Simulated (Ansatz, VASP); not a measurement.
One calculation of KF, two programs

```
K F
1.0
     0.00000    2.58172    2.48491
     2.40100    0.00000    2.48491
     2.40100    2.58172    0.00000
K F
1 1
Direct
  0.00000 0.00000 0.00000
  0.50000 0.50000 0.50000
```

Change from the starting cell: normal strain along x -0.0700, normal strain along z -0.0375.

Alike in both runs: task single point; functional LDA; k mesh 8 × 8 × 8; occupations gaussian, width 0.05 eV; no spin polarisation.

```csv
,VASP,Ansatz
version,VASP 6.6.1,Ansatz 0.2.0
potentials or method,"VASP PAW LDA potentials, release 64 (K_sv, F), cutoff 520 eV","scalar-relativistic, plane waves, PAW"
valence electrons in the cell,16,16
```

```csv
,VASP,Ansatz,Ansatz less VASP
gap on the k mesh at the Fermi level (eV),6.76,6.79,+0.023
least direct gap on the mesh (eV),6.83,6.85,+0.025
pressure (GPa),7.5,7.0,-0.52
"traceless stress, the component that is largest in VASP (GPa)",5.55,5.29,-0.262
```

LDA's correlation is that of Perdew and Zunger in VASP and of Perdew and Wang (1992) in Ansatz.
